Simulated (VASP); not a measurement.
# Co (Fd-3m) in VASP: further runs, part 2 of 2

VASP 6.6.1. The steps go on from the part before.

### 5 Single point, revPBE, collinear spin, antiferromagnetic start

This run uses another cell than the first one, of 16.79 Å³/atom.

Contents of INCAR:

```
  PREC = Accurate
  ENCUT = 520
  EDIFF = 1E-6
  ISMEAR = -1
  SIGMA = 0.05
  LREAL = False
  LASPH = True
  NELM = 150
  ALGO = Normal
  ISIF = 2
  LWAVE = False
  LCHARG = True
  ISPIN = 2
  MAGMOM = 1.7 -1.7
  LORBIT = 11
  LMAXMIX = 4
  GGA = RE
  LELF = True
  LVHAR = True
  NBANDS = 20
```

Contents of KPOINTS:

```
regular mesh
0
Gamma
  11 11 11
```

Contents of POSCAR:

```
Co
1.0
    0.0000000000      2.5605538495      2.5605538495
    2.5605538495      0.0000000000      2.5605538495
    2.5605538495      2.5605538495      0.0000000000
Co
2
Direct
    0.1250000000      0.1250000000      0.1250000000
    0.8750000000      0.8750000000      0.8750000000
```

Potentials or basis: VASP PAW PBE potentials, release 64 (Co).

Started as:

```bash
$ cat potpaw_PBE.64/Co/POTCAR > POTCAR
$ mpirun -np 1 vasp_std > vasp.out
```

OUTCAR:

```text
PREC = Accurate
   ENCUT = 520
   EDIFF = 1E-6
   ISMEAR = -1
   LREAL = False
   LASPH = True
   NELM = 150
   ISIF = 2
   ISPIN = 2
   LORBIT = 11
   GGA = RE

 ion  position               nearest neighbor table
   1  0.125  0.125  0.125-   2 2.22   2 2.22   2 2.22   2 2.22
   2  0.875  0.875  0.875-   1 2.22   1 2.22   1 2.22   1 2.22

  LATTYP: Found a face centered cubic cell.
 ALAT       =     5.1211076990

  Lattice vectors:

 A1 = (   0.0000000000,   2.5605538495,   2.5605538495)
 A2 = (   2.5605538495,   0.0000000000,   2.5605538495)
 A3 = (   2.5605538495,   2.5605538495,   0.0000000000)

Analysis of symmetry for initial positions (statically):
=====================================================================
 Subroutine PRICEL returns:
 Original cell was already a primitive cell.

 Routine SETGRP: Setting up the symmetry group for a
 face centered cubic supercell.

 Subroutine GETGRP returns: Found 48 space group operations
 (whereof 12 operations were pure point group operations)
 out of a pool of 48 trial point group operations.

The static configuration has the point symmetry D_3d.
 The point group associated with its full space group is O_h .

Analysis of symmetry for dynamics (positions and initial velocities):
=====================================================================
 Subroutine PRICEL returns:
 Original cell was already a primitive cell.

 Routine SETGRP: Setting up the symmetry group for a
 face centered cubic supercell.

 Subroutine GETGRP returns: Found 48 space group operations
 (whereof 12 operations were pure point group operations)
 out of a pool of 48 trial point group operations.

The dynamic configuration has the point symmetry D_3d.
 The point group associated with its full space group is O_h .

Analysis of structural, dynamic, and magnetic symmetry:
=====================================================================
 Subroutine PRICEL returns:
 Original cell was already a primitive cell.

 Routine SETGRP: Setting up the symmetry group for a
 face centered cubic supercell.

 Subroutine GETGRP returns: Found 48 space group operations
 (whereof 12 operations were pure point group operations)
 out of a pool of 48 trial point group operations.

The overall configuration has the point symmetry D_3d.
 The point group associated with its full space group is O_h .

 Subroutine INISYM returns: Found 48 space group operations
 (whereof 12 operations are pure point group operations),
 and found     1 'primitive' translations

----------------------------------------------------------------------------------------

                                     Primitive cell

  volume of cell :      33.5762

  direct lattice vectors                    reciprocal lattice vectors
     0.000000000  2.560553850  2.560553850    -0.195270254  0.195270254  0.195270254
     2.560553850  0.000000000  2.560553850     0.195270254 -0.195270254  0.195270254
     2.560553850  2.560553850  0.000000000     0.195270254  0.195270254 -0.195270254

  length of vectors
     3.621169981  3.621169981  3.621169981     0.338218001  0.338218001  0.338218001

  position of ions in fractional coordinates (direct lattice)
[... 64 lines left out ...]
   dimension x,y,z NGX =    28 NGY =   28 NGZ =   28
   dimension x,y,z NGXF=    56 NGYF=   56 NGZF=   56
   ions per type =               2
   NGX,Y,Z   is equivalent  to a cutoff of  12.85, 12.85, 12.85 a.u.
   NGXF,Y,Z  is equivalent  to a cutoff of  25.71, 25.71, 25.71 a.u.
 SYSTEM =  unknown system
   PREC   = accura    normal or accurate (medium, high low for compatibility)
   ISTART =      0    job   : 0-new  1-cont  2-samecut
   ICHARG =      2    charge: 1-file 2-atom 10-const
   ISPIN  =      2    spin polarized calculation?
   LNONCOLLINEAR =      F non collinear calculations
   LSORBIT =      F    spin-orbit coupling
   LASPH  =      T    aspherical Exc in radial PAW
   ENCUT  =  520.0 eV  38.22 Ry    6.18 a.u.   6.73  6.73  6.73*2*pi/ulx,y,z
   NELM   =    150;   NELMIN=  2; NELMDL= -5     # of ELM steps
   EDIFF  = 0.1E-05   stopping-criterion for ELM
   LREAL  =      F    real-space projection
   EDIFFG = 0.1E-04   stopping-criterion for IOM
   NSW    =      0    number of steps for IOM
   IBRION =     -1    ionic relax: 0-MD 1-quasi-New 2-CG
   NFREE  =      0    steps in history (QN), initial steepest desc. (CG)
   ISIF   =      2    stress and relaxation
   ISYM   =      2    0-nonsym 1-usesym 2-fastsym
   POTIM  = 0.5000    time-step for ionic-motion
   TEBEG  =    0.0;   TEEND  =   0.0 temperature during run
   PSTRESS=    0.0 pullay stress
   NELECT =      18.0000    total number of electrons
   NUPDOWN=      -1.0000    fix difference up-down
   EMIN   =  10.00;   EMAX   =-10.00  energy-range for DOS
   EFERMI =   0.00;   METHOD = LEGACY
   ISMEAR =    -1;   SIGMA  =   0.05  broadening in eV -4-tet -1-fermi 0-gaus
   EFERMI_NEDOS =   21; number of points for ismear=-14 and -15
   IALGO  =     38    algorithm
   IMIX   =      4    mixing-type and parameters
     AMIX     =   0.40;   BMIX     =  1.00
     AMIX_MAG =   1.60;   BMIX_MAG =  1.00
  volume/ion in A,a.u.               =      16.79       113.29
  Fermi-wavevector in a.u.,A,eV,Ry     =   1.329908  2.513163 24.064033  1.768657
  Thomas-Fermi vector in A             =   2.459035
   LORBIT       =     11    0 simple, 1 ext, 2 COOP (PROOUT), +10 PAW based schemes
   GGA     = RE    functional components
   LHFCALC =     F    Hartree Fock is set to
   AEXX    =    0.0000 exact exchange contribution
   IVDW    =     0    specifies the selected vdW correction
   LEPSILON=     F    determine dielectric tensor
   LRPA    =     F    only Hartree local field effects (RPA)
 spin polarized calculation
  energy-cutoff  :      520.00
  volume of cell :       33.58
 maximum number of plane-waves:       918
   NGX = 13   NGY = 13   NGZ = 13

 number of electron      17.9999987 magnetization       0.0000000

 number of electron      17.9999987 magnetization      -0.0000000

 Free energy of the ion-electron system (eV)
  ---------------------------------------------------
  ext. energy  EPLUGINS =         0.00000000
  ---------------------------------------------------
  free energy    TOTEN  =       -10.48281776 eV

  energy without entropy =      -10.43773778  energy(sigma->0) =      -10.46027777

 E-fermi :   5.1339     XC(G=0): -10.6390

 val. band max:        5.1314217240   @ k =   0.4545   0.2727   0.0000
 cond. band min:       5.1359554082   @ k =   0.1818   0.1818   0.0000
 fundamental gap:      0.0045336842
 Fermi energy:         5.1338534446

 spin component 1

 k-point     1 :       0.0000    0.0000    0.0000
  band No.  band energies     occupation
      1      -1.1145      1.00000
      2       2.5853      1.00000
      3       2.5853      1.00000
      4       2.6689      1.00000
      5       2.6689      1.00000
      6       2.6689      1.00000
[... 541 lines left out ...]
     19      20.7916      0.00000
     20      23.8815      0.00000

 [... further k-points ...]

 spin component 2

 k-point     1 :       0.0000    0.0000    0.0000
  band No.  band energies     occupation
      1      -1.1145      1.00000
      2       2.5853      1.00000
      3       2.5853      1.00000
      4       2.6689      1.00000
      5       2.6689      1.00000
      6       2.6689      1.00000
[... 541 lines left out ...]
     19      20.7916      0.00000
     20      23.8815      0.00000

 [... further k-points ...]
[... 5 lines left out ...]
  --------------------------------------------------------------------------------------
  -------------------------------------------------------------------------------------
  Total       -2.1027245     -2.1027245     -2.1027245      0.0000000      0.0000000      0.0000000
  in kB     -100.3370238   -100.3370238   -100.3370238      0.0000000      0.0000000      0.0000000
  external PRESSURE =    -100.3370238 kB  Pullay stress =       0.0000000 kB

 VOLUME and BASIS-vectors are now :
 -----------------------------------------------------------------------------
  energy-cutoff  :      520.00
  volume of cell :       33.58
      direct lattice vectors                 reciprocal lattice vectors
     0.000000000  2.560553850  2.560553850    -0.195270254  0.195270254  0.195270254
     2.560553850  0.000000000  2.560553850     0.195270254 -0.195270254  0.195270254
     2.560553850  2.560553850  0.000000000     0.195270254  0.195270254 -0.195270254

 POSITION                                       TOTAL-FORCE (eV/Angst)
 -----------------------------------------------------------------------------------
      0.64014      0.64014      0.64014         0.000000     -0.000000      0.000000
      4.48097      4.48097      4.48097        -0.000000      0.000000     -0.000000
 -----------------------------------------------------------------------------------
    total drift:                                0.000000      0.000000     -0.000000

  FREE ENERGIE OF THE ION-ELECTRON SYSTEM (eV)
  ---------------------------------------------------
  free  energy   TOTEN  =       -10.4828177559 eV

  energy  without entropy=      -10.4377377799  energy(sigma->0) =      -10.46027777

 total charge

# of ion       s       p       d       tot
------------------------------------------
    1        0.513   0.335   7.309   8.157
    2        0.513   0.335   7.309   8.157
--------------------------------------------------
tot          1.025   0.671  14.618  16.315

 magnetization (x)

# of ion       s       p       d       tot
------------------------------------------
    1        0.000   0.000   0.001   0.001
    2       -0.000  -0.000  -0.001  -0.001
--------------------------------------------------
tot          0.000   0.000   0.000   0.000
```

OSZICAR:

```text
N       E                     dE             d eps       ncg     rms          rms(c)
DAV:   1     0.909809387655E+02    0.90981E+02   -0.78510E+03  4520   0.108E+03
DAV:   2    -0.735830868199E+01   -0.98339E+02   -0.87512E+02  4520   0.204E+02
DAV:   3    -0.118671652083E+02   -0.45089E+01   -0.43458E+01  5120   0.553E+01
DAV:   4    -0.119331166112E+02   -0.65951E-01   -0.65906E-01  5488   0.610E+00
DAV:   5    -0.119350434160E+02   -0.19268E-02   -0.19267E-02  5420   0.966E-01    0.117E+01
DAV:   6    -0.115141057344E+02    0.42094E+00   -0.11852E+01  5164   0.570E+01    0.966E+00
DAV:   7    -0.104273200436E+02    0.10868E+01   -0.37584E+00  5212   0.280E+01    0.213E+00
DAV:   8    -0.104653951122E+02   -0.38075E-01   -0.69425E-02  6856   0.487E+00    0.118E+00
DAV:   9    -0.104798109267E+02   -0.14416E-01   -0.30026E-02  7484   0.418E+00    0.529E-01
DAV:  10    -0.104827666793E+02   -0.29558E-02   -0.11409E-02  7332   0.213E+00    0.113E-01
DAV:  11    -0.104828463661E+02   -0.79687E-04   -0.14593E-03  4792   0.285E-01    0.579E-02
DAV:  12    -0.104828141425E+02    0.32224E-04   -0.37744E-05  6712   0.847E-02    0.270E-02
DAV:  13    -0.104828173322E+02   -0.31896E-05   -0.13730E-05  5924   0.845E-02    0.724E-03
DAV:  14    -0.104828177559E+02   -0.42376E-06   -0.33211E-06  4864   0.174E-02
   1 F= -.10482818E+02 E0= -.10460278E+02  d E =-.450800E-01  mag=     0.0000
```

Wall time 2.5 min (1 thread of Intel Xeon 8259CL, shared host); peak memory 0.2 GiB.

Results:

```
Free energy                                           : -10.4828 eV
Pressure                                              : -10.0 GPa
Band gap on the k mesh                                : zero (filled and empty bands overlap)
Net moment                                            : 0.00 μB per cell
Valence electrons inside the program's atomic spheres : Co 8.16
```

Caveat: the cell stands under tension; the moments typed at the start vanished in this run; the PAW data sets were made with another functional, which shifts forces and pressure a little.

### 6 Overview

```csv
cell,gap on the mesh (eV),pressure (GPa),moment (μB)
"a = 3.669 Å, angles 60.0°, 2 atoms",none,-3.7,3.50
"a = 3.715 Å, angles 60.0°, 2 atoms",none,-6.3,3.53
"a = 3.761 Å, angles 60.0°, 2 atoms",none,-8.3,3.56
```

Alike in all rows: task single point; level revPBE; potentials or basis VASP PAW PBE potentials, release 64 (Co); spin collinear, ferromagnetic start; k mesh 12 × 12 × 12; cutoff (eV) 520; smearing fermi-dirac 0.05 eV.

Caveats: the cell stands under tension; the PAW data sets were made with another functional, which shifts forces and pressure a little.

Total energies depend on the potentials used, so only differences within one code and one set of settings carry meaning.
